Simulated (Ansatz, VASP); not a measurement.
One calculation of NbH2, two programs

The input INCAR:

```
SYSTEM = NbH2
ALGO = Normal ; EDIFF = 1E-6
ENCUT = 520 ; GGA = PS
ISIF = 2 ; ISMEAR = 0
LASPH = .TRUE. ; LCHARG = .TRUE.
LELF = .TRUE. ; LREAL = .FALSE.
LVHAR = .TRUE. ; LWAVE = .FALSE.
NBANDS = 24 ; NELM = 80
PREC = Accurate ; SIGMA = 0.1
```

File KPOINTS:

```
k-points
0
G
  12 12 8
  0 0 0
```

File POSCAR:

```
NbH2
1.0
    2.2928604447      2.2928604447      0.0000000000
   -2.2928604447      2.2928604447      0.0000000000
    0.0000000000      0.0000000000      4.5857208894
Nb H
2 4
Direct
    0.0000000000      0.0000000000      0.0000000000
    0.5000000000      0.5000000000      0.5000000000
    0.0000000000      0.5000000000      0.7500000000
    0.5000000000      0.0000000000      0.7500000000
    0.5000000000      0.0000000000      0.2500000000
    0.0000000000      0.5000000000      0.2500000000
```

Input for Ansatz:

```yaml
crystal:
  lattice:
    - [2.2928604447, 2.2928604447, 0.0]
    - [-2.2928604447, 2.2928604447, 0.0]
    - [0.0, 0.0, 4.5857208894]
  atoms:
    - { symbol: Nb, position: [0.0, 0.0, 0.0] }
    - { symbol: Nb, position: [0.5, 0.5, 0.5] }
    - { symbol: H, position: [0.0, 0.5, 0.75] }
    - { symbol: H, position: [0.5, 0.0, 0.75] }
    - { symbol: H, position: [0.5, 0.0, 0.25] }
    - { symbol: H, position: [0.0, 0.5, 0.25] }
basis:
  ecutwfc: 420
kpoints:
  mp_grid: { grid: [12, 12, 8] }
hamiltonian:
  xc: pbesol
scf:
  occupations: { method: gaussian, width: 0.1 }
output:
  forces: true
  stress: true
  eigenvalues: true
```

Change from the starting cell: equal strain along all axes, cell held, atoms relaxed: +1.5 %.

Alike in both runs: task single point; functional PBEsol; k mesh 12 × 12 × 8; occupations gaussian, width 0.1 eV; no spin polarisation.

```csv
,VASP,Ansatz
version,VASP 6.6.1,Ansatz 0.2.0
potentials or method,"VASP PAW PBE potentials, release 64 (Nb_sv, H), cutoff 520 eV","scalar-relativistic, plane waves, PAW"
valence electrons in the cell,30,30
```

VASP gave:

```
gap on the k mesh at the Fermi level (eV) : none
pressure (GPa)                            : -8.2
```

Question: Which values does Ansatz return?

Answer: gap on the k mesh at the Fermi level (eV): none; pressure (GPa): -7.8.

VASP's potentials were made for PBE, not for PBEsol. A gap of «none» marks a metal or a gap that the smearing closes.
